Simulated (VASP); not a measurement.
# HfO2 (R-3m) in VASP: further runs

HfO2 is run at these levels: PBEsol; tasks: single point.

All numbers are computed with VASP 6.6.1; they aren't measurements. Logs are shortened: lines on timing, memory, paths and dates and some standing lists are left out, and cuts for length are marked.

## 1. The cell of the first run

Symmetry: R-3m, No. 166, trigonal system. The conventional cell has a = 3.550 Å, b = 3.550 Å, c = 9.053 Å, α = 90.00°, β = 90.00°, γ = 120.00°. Hf (site symmetry -3m) has 8 O at 2.18 to 2.26 Å within 2.9 Å. Within 2.9 Å of O (site symmetry 3m) lie 4 Hf at 2.18 to 2.26 Å and 6 O at 2.55 Å.

## 2. Single point, PBEsol

INCAR

```
PREC = Accurate
ENCUT = 520
EDIFF = 1E-6
ISMEAR = 0
SIGMA = 0.05
LREAL = False
LASPH = True
NELM = 100
ALGO = Normal
ISIF = 2
LWAVE = False
LCHARG = False
GGA = PS
NBANDS = 18
```

KPOINTS

```
Automatic mesh
0
Gamma
  8 8 8
```

POSCAR

```
HfO2
1.0
    0.0686183421      2.5790454927      2.5790454927
    2.5790454927      0.0686183421      2.5790454927
    2.5790454927      2.5790454927      0.0686183421
Hf O
1 2
Direct
    0.0000000000      0.0000000000      0.0000000000
    0.2500000000      0.2500000000      0.2500000000
    0.7500000000      0.7500000000      0.7500000000
```

Potentials or basis: VASP PAW PBE potentials, release 64 (Hf_pv, O).

Command:

```sh
$ cat potpaw_PBE.64/Hf_pv/POTCAR potpaw_PBE.64/O/POTCAR > POTCAR
$ mpirun -np 1 vasp_std > vasp.out
```

OUTCAR:

```text
PREC = Accurate
   ENCUT = 520
   EDIFF = 1E-6
   ISMEAR = 0
   LREAL = False
   LASPH = True
   NELM = 100
   ISIF = 2
   GGA = PS

 ion  position               nearest neighbor table
   1  0.000  0.000  0.000-   3 2.18   2 2.18   3 2.18   3 2.18   2 2.18   2 2.18   3 2.26   2 2.26

   2  0.250  0.250  0.250-   1 2.18   1 2.18   1 2.18   1 2.26
   3  0.750  0.750  0.750-   1 2.18   1 2.18   1 2.18   1 2.26

  LATTYP: Found a trigonal (rhomboedric) cell.
 ALAT       =     3.6479665272
 COS(alpha) =     0.5264197777

  Lattice vectors:

 A1 = (   0.0686183421,   2.5790454927,   2.5790454927)
 A2 = (   2.5790454927,   0.0686183421,   2.5790454927)
 A3 = (   2.5790454927,   2.5790454927,   0.0686183421)

Analysis of symmetry for initial positions (statically):
=====================================================================
 Subroutine PRICEL returns:
 Original cell was already a primitive cell.

 Routine SETGRP: Setting up the symmetry group for a
 trigonal (rhombohedral) supercell.

 Subroutine GETGRP returns: Found 12 space group operations
 (whereof 12 operations were pure point group operations)
 out of a pool of 12 trial point group operations.

The static configuration has the point symmetry D_3d.

Analysis of symmetry for dynamics (positions and initial velocities):
=====================================================================
 Subroutine PRICEL returns:
 Original cell was already a primitive cell.

 Routine SETGRP: Setting up the symmetry group for a
 trigonal (rhombohedral) supercell.

 Subroutine GETGRP returns: Found 12 space group operations
 (whereof 12 operations were pure point group operations)
 out of a pool of 12 trial point group operations.

The dynamic configuration has the point symmetry D_3d.

 Subroutine INISYM returns: Found 12 space group operations
 (whereof 12 operations are pure point group operations),
 and found     1 'primitive' translations

----------------------------------------------------------------------------------------

                                     Primitive cell

  volume of cell :      32.9400

  direct lattice vectors                    reciprocal lattice vectors
     0.068618342  2.579045493  2.579045493    -0.201784067  0.196554518  0.196554518
     2.579045493  0.068618342  2.579045493     0.196554518 -0.201784067  0.196554518
     2.579045493  2.579045493  0.068618342     0.196554518  0.196554518 -0.201784067

  length of vectors
     3.647966527  3.647966527  3.647966527     0.343488234  0.343488234  0.343488234

  position of ions in fractional coordinates (direct lattice)
     0.000000000  0.000000000  0.000000000
     0.250000000  0.250000000  0.250000000
     0.750000000  0.750000000  0.750000000

  ion indices of the primitive-cell ions
   primitive index   ion index
                 1           1
                 2           2
                 3           3

----------------------------------------------------------------------------------------

 KPOINTS: Automatic mesh

Automatic generation of k-mesh.
 Grid dimensions read from file:
 generate k-points for:    8    8    8

 Generating k-lattice:

  Cartesian coordinates                     Fractional coordinates (reciprocal lattice)
    -0.025223008  0.024569315  0.024569315     0.125000000  0.000000000 -0.000000000
     0.024569315 -0.025223008  0.024569315     0.000000000  0.125000000 -0.000000000
     0.024569315  0.024569315 -0.025223008     0.000000000  0.000000000  0.125000000

  Length of vectors
     0.042936029  0.042936029  0.042936029

  Shift w.r.t. Gamma in fractional coordinates (k-lattice)
     0.000000000  0.000000000  0.000000000

 Subroutine IBZKPT returns following result:
 ===========================================

 Found     65 irreducible k-points:

 Following reciprocal coordinates:
            Coordinates               Weight
  0.000000  0.000000  0.000000      1.000000
  0.125000 -0.000000 -0.000000      6.000000
  0.250000 -0.000000 -0.000000      6.000000
  0.375000  0.000000  0.000000      6.000000
  0.500000 -0.000000 -0.000000      3.000000
  0.125000  0.125000 -0.000000      6.000000
[... 16 lines left out ...]
  0.250000  0.125000  0.125000      6.000000
  0.375000  0.125000  0.125000      6.000000
 [... further k-points ...]
   k-points           NKPTS =     65   k-points in BZ     NKDIM =     65   number of bands    NBANDS=     18
   number of dos      NEDOS =    301   number of ions     NIONS =      3
   total plane-waves  NPLWV =  21952
   dimension x,y,z NGX =    28 NGY =   28 NGZ =   28
   dimension x,y,z NGXF=    56 NGYF=   56 NGZF=   56
   ions per type =               1   2
   NGX,Y,Z   is equivalent  to a cutoff of  12.76, 12.76, 12.76 a.u.
   NGXF,Y,Z  is equivalent  to a cutoff of  25.52, 25.52, 25.52 a.u.
 SYSTEM =  unknown system
   PREC   = accura    normal or accurate (medium, high low for compatibility)
   ISTART =      0    job   : 0-new  1-cont  2-samecut
   ICHARG =      2    charge: 1-file 2-atom 10-const
   ISPIN  =      1    spin polarized calculation?
   LNONCOLLINEAR =      F non collinear calculations
   LSORBIT =      F    spin-orbit coupling
   LASPH  =      T    aspherical Exc in radial PAW
   ENCUT  =  520.0 eV  38.22 Ry    6.18 a.u.   6.78  6.78  6.78*2*pi/ulx,y,z
   NELM   =    100;   NELMIN=  2; NELMDL= -5     # of ELM steps
   EDIFF  = 0.1E-05   stopping-criterion for ELM
   LREAL  =      F    real-space projection
   EDIFFG = 0.1E-04   stopping-criterion for IOM
   NSW    =      0    number of steps for IOM
   IBRION =     -1    ionic relax: 0-MD 1-quasi-New 2-CG
   NFREE  =      0    steps in history (QN), initial steepest desc. (CG)
   ISIF   =      2    stress and relaxation
   ISYM   =      2    0-nonsym 1-usesym 2-fastsym
   POTIM  = 0.5000    time-step for ionic-motion
   TEBEG  =    0.0;   TEEND  =   0.0 temperature during run
   PSTRESS=    0.0 pullay stress
   NELECT =      22.0000    total number of electrons
   NUPDOWN=      -1.0000    fix difference up-down
   EMIN   =  10.00;   EMAX   =-10.00  energy-range for DOS
   EFERMI =   0.00;   METHOD = LEGACY
   ISMEAR =     0;   SIGMA  =   0.05  broadening in eV -4-tet -1-fermi 0-gaus
   EFERMI_NEDOS =   21; number of points for ismear=-14 and -15
   IALGO  =     38    algorithm
   IMIX   =      4    mixing-type and parameters
     AMIX     =   0.40;   BMIX     =  1.00
     AMIX_MAG =   1.60;   BMIX_MAG =  1.00
  volume/ion in A,a.u.               =      10.98        74.10
  Fermi-wavevector in a.u.,A,eV,Ry     =   1.431005  2.704208 27.861680  2.047776
  Thomas-Fermi vector in A             =   2.550789
   LORBIT       =      0    0 simple, 1 ext, 2 COOP (PROOUT), +10 PAW based schemes
   GGA     = PS    functional components
   LHFCALC =     F    Hartree Fock is set to
   AEXX    =    0.0000 exact exchange contribution
   IVDW    =     0    specifies the selected vdW correction
   LEPSILON=     F    determine dielectric tensor
   LRPA    =     F    only Hartree local field effects (RPA)
 non-spin polarized calculation
 Gauss-broadening in eV      SIGMA  =   0.05
  energy-cutoff  :      520.00
  volume of cell :       32.94
 maximum number of plane-waves:       911
   NGX = 13   NGY = 13   NGZ = 13

 number of electron      21.9999994 magnetization

 Free energy of the ion-electron system (eV)
  ---------------------------------------------------
  ext. energy  EPLUGINS =         0.00000000
  ---------------------------------------------------
  free energy    TOTEN  =       -31.57944189 eV

  energy without entropy =      -31.57944189  energy(sigma->0) =      -31.57944189

 E-fermi :   4.3296     XC(G=0): -12.0453

 val. band max:        4.0260032915   @ k =   0.5000   0.5000  -0.0000
 cond. band min:       7.6854752111   @ k =   0.5000   0.5000  -0.0000
 fundamental gap:      3.6594719195
 Fermi energy:         4.3296241481

 k-point     1 :       0.0000    0.0000    0.0000
  band No.  band energies     occupation
      1     -25.6549      2.00000
      2     -25.6281      2.00000
      3     -25.6281      2.00000
      4     -14.5873      2.00000
      5     -11.5417      2.00000
      6      -1.3550      2.00000
[... 10 lines left out ...]
     17      14.4627      0.00000
     18      17.2754      0.00000

 k-point     2 :       0.1250   -0.0000   -0.0000
  band No.  band energies     occupation
      1     -25.6995      2.00000
      2     -25.6584      2.00000
      3     -25.6368      2.00000
      4     -14.3724      2.00000
      5     -11.7187      2.00000
      6      -1.1920      2.00000
[... 10 lines left out ...]
     17      14.2085      0.00000
     18      17.4023      0.00000

 k-point     3 :       0.2500   -0.0000   -0.0000
  band No.  band energies     occupation
      1     -25.8582      2.00000
      2     -25.6738      2.00000
      3     -25.6577      2.00000
      4     -13.8647      2.00000
      5     -12.0720      2.00000
      6      -0.8066      2.00000
[... 10 lines left out ...]
     17      13.7435      0.00000
     18      16.5062      0.00000

 k-point     4 :       0.3750    0.0000    0.0000
  band No.  band energies     occupation
      1     -26.0094      2.00000
      2     -25.6884      2.00000
      3     -25.6784      2.00000
      4     -13.4420      2.00000
      5     -12.2581      2.00000
      6      -0.4234      2.00000
[... 375 lines left out ...]
      4     -14.4036      2.00000
      5     -11.6921      2.00000
      6      -1.1420      2.00000
[... 10 lines left out ...]
     17      14.2040      0.00000
     18      16.9955      0.00000

 k-point    23 :       0.2500    0.1250    0.1250
  band No.  band energies     occupation
      1     -25.7734      2.00000
      2     -25.6808      2.00000
      3     -25.6405      2.00000
      4     -14.0984      2.00000
      5     -11.9178      2.00000
      6      -1.0851      2.00000
[... 10 lines left out ...]
     17      14.1112      0.00000
     18      16.9962      0.00000

 k-point    24 :       0.3750    0.1250    0.1250
  band No.  band energies     occupation
      1     -25.8981      2.00000
      2     -25.7275      2.00000
      3     -25.6614      2.00000
      4     -13.5926      2.00000
      5     -12.2194      2.00000
      6      -0.8927      2.00000
[... 10 lines left out ...]
     17      13.7414      0.00000
     18      16.6072      0.00000

 [... further k-points ...]
[... 5 lines left out ...]
  --------------------------------------------------------------------------------------
  -------------------------------------------------------------------------------------
  Total       -1.9864356     -1.9864356     -1.9864356     -0.3946308     -0.3946308     -0.3946308
  in kB      -96.6187655    -96.6187655    -96.6187655    -19.1945492    -19.1945492    -19.1945492
  external PRESSURE =     -96.6187655 kB  Pullay stress =       0.0000000 kB

 VOLUME and BASIS-vectors are now :
 -----------------------------------------------------------------------------
  energy-cutoff  :      520.00
  volume of cell :       32.94
      direct lattice vectors                 reciprocal lattice vectors
     0.068618342  2.579045493  2.579045493    -0.201784067  0.196554518  0.196554518
     2.579045493  0.068618342  2.579045493     0.196554518 -0.201784067  0.196554518
     2.579045493  2.579045493  0.068618342     0.196554518  0.196554518 -0.201784067

 POSITION                                       TOTAL-FORCE (eV/Angst)
 -----------------------------------------------------------------------------------
      0.00000      0.00000      0.00000        -0.000000      0.000000      0.000000
      1.30668      1.30668      1.30668        -0.128438     -0.128438     -0.128438
      3.92003      3.92003      3.92003         0.128438      0.128438      0.128438
 -----------------------------------------------------------------------------------
    total drift:                                0.000000      0.000000      0.000000

  FREE ENERGIE OF THE ION-ELECTRON SYSTEM (eV)
  ---------------------------------------------------
  free  energy   TOTEN  =       -31.5794418931 eV

  energy  without entropy=      -31.5794418931  energy(sigma->0) =      -31.57944189
```

It took 31 s on 1 thread of AMD EPYC 7R43 (Zen 3), shared host; peak memory 0.15 GiB.

What came out:

```
Free energy            : -31.5794 eV
Pressure               : -9.7 GPa
Largest force          : 0.222 eV/Å
Band gap on the k mesh : 3.66 eV, direct
```

Forces on the atoms (eV/Å):
```
Hf   0.000  0.000  0.000
O   -0.128 -0.128 -0.128
O    0.128  0.128  0.128
```

Caveat: the PAW data sets were made with another functional, which shifts forces and pressure a little; spin-orbit coupling is left out, which moves the levels of the heavy elements.

## 3. Single point, PBEsol

This run uses another cell than the first one, of the same volume but with other edges.

INCAR

```
SYSTEM = HfO2
  PREC = Accurate
  ENCUT = 520
  EDIFF = 1E-7
  ISMEAR = 0
  SIGMA = 0.05
  LREAL = .False.
  LASPH = .True.
  NELM = 100
  ALGO = Normal
  ISIF = 2
  LWAVE = .False.
  LCHARG = .False.
  GGA = PS
  NBANDS = 18
```

KPOINTS

```
Automatic mesh
0
Gamma
  8 8 8
  0 0 0
```

POSCAR

```
HfO2
1.0
   -0.0677311789      2.5108670040      2.5108670040
    2.5108670040     -0.0677311789      2.5108670040
    2.5108670040      2.5108670040     -0.0677311789
Hf O
1 2
Direct
    0.0000000000      0.0000000000      0.0000000000
    0.2500000000      0.2500000000      0.2500000000
    0.7500000000      0.7500000000      0.7500000000
```

Potentials or basis: VASP PAW PBE potentials, release 64 (Hf_pv, O).

Command:

```sh
$ cat potpaw_PBE.64/Hf_pv/POTCAR potpaw_PBE.64/O/POTCAR > POTCAR
$ mpirun -np 1 vasp_std > vasp.out
```

Run time: 36 s. Hardware: 1 thread of AMD EPYC 7R43 (Zen 3), shared host; peak memory 0.15 GiB.

The run converged. Its results:

```yaml
Free_energy: -31.5760 eV
Pressure: -9.6 GPa
Largest_force: 0.330 eV/Å
Band_gap_on_the_k_mesh: 3.66 eV, direct
```

Forces on the atoms (eV/Å):
```
Hf   0.000  0.000  0.000
O    0.190  0.190  0.190
O   -0.190 -0.190 -0.190
```

Stress tensor (GPa, compression positive):
```
-9.62  2.54  2.54
 2.54 -9.62  2.54
 2.54  2.54 -9.62
```

Levels at points of the mesh, in eV from the valence-band top:
```
           k point  band 9  band 10  band 11  band 12  band 13  band 14
(0.00, 0.00, 0.00)   -0.63    -0.59    -0.59     3.77     3.77     5.56
(0.50, 0.00, 0.00)   -2.77    -1.88    -1.74     4.35     4.60     6.73
(0.50, 0.50, 0.00)   -1.70    -1.36     0.00     3.66     5.40     6.43
(0.50, 0.50, 0.50)   -2.66    -1.89    -1.89     4.59     4.59     7.23
```

Caveat: the PAW data sets were made with another functional, which shifts forces and pressure a little; spin-orbit coupling is left out, which moves the levels of the heavy elements. A k mesh can miss the band edges.

## 4. Single point, PBEsol

This run uses another cell than the first one, of 11.26 Å³/atom, 1.026 times its volume.

INCAR

```
ALGO     = Normal         # electronic algorithm
EDIFF    = 1E-6           # SCF threshold, eV
ENCUT    = 520            # plane-wave cutoff, eV
GGA      = PS             # functional
ISIF     = 2              # what is computed and relaxed
ISMEAR   = 0              # smearing method
LASPH    = T              # aspherical terms in the spheres
LCHARG   = T              # write CHGCAR
LELF     = T              # ELF
LREAL    = F              # projectors in reciprocal space
LVHAR    = T            
LWAVE    = F              # write WAVECAR
NBANDS   = 18             # bands
NELM     = 80             # most SCF steps
PREC     = Accurate       # precision mode
SIGMA    = 0.05           # smearing width, eV
```

KPOINTS

```
k-points
0
Gamma
  8 8 8
```

POSCAR

```
HfO2
1.0
    0.0692069706      2.6011693112      2.6011693112
    2.6011693112      0.0692069706      2.6011693112
    2.6011693112      2.6011693112      0.0692069706
Hf O
1 2
Direct
    0.0000000000      0.0000000000      0.0000000000
    0.2500000000      0.2500000000      0.2500000000
    0.7500000000      0.7500000000      0.7500000000
```

Command:

```sh
$ cat potpaw_PBE.64/Hf_pv/POTCAR potpaw_PBE.64/O/POTCAR > POTCAR
$ mpirun -np 1 vasp_std > vasp.out
```

It took 15 s on 1 thread of Intel Xeon 6975P-C (Granite Rapids), shared host; peak memory 0.17 GiB.

Results (log left out):

* Free energy: -31.5139 eV
* Pressure: -15.2 GPa
* Largest force: 0.166 eV/Å
* Band gap on the k mesh: 3.59 eV, direct

Forces in eV/Å, atoms in the order of the input:
```
Hf   0.000  0.000  0.000
O   -0.096 -0.096 -0.096
O    0.096  0.096  0.096
```

Stress tensor (GPa, compression positive):
```
-15.21  -1.60  -1.60
 -1.60 -15.21  -1.60
 -1.60  -1.60 -15.21
```

Levels at points of the mesh, in eV from the valence-band top:
| k point | band 9 | band 10 | band 11 | band 12 | band 13 | band 14 |
| --- | --- | --- | --- | --- | --- | --- |
| (0.00, 0.00, 0.00) | -0.61 | -0.61 | -0.55 | 3.71 | 3.71 | 5.36 |
| (0.50, 0.00, 0.00) | -2.67 | -1.87 | -1.77 | 4.33 | 4.55 | 6.73 |
| (0.50, 0.50, 0.00) | -1.66 | -1.31 | 0.00 | 3.59 | 5.27 | 6.19 |
| (0.50, 0.50, 0.50) | -2.75 | -1.75 | -1.75 | 4.33 | 4.33 | 6.25 |

Caveat: the PAW data sets were made with another functional, which shifts forces and pressure a little; spin-orbit coupling is left out, which moves the levels of the heavy elements. A k mesh can miss the band edges.

(Part 1 of 2 ends here.)
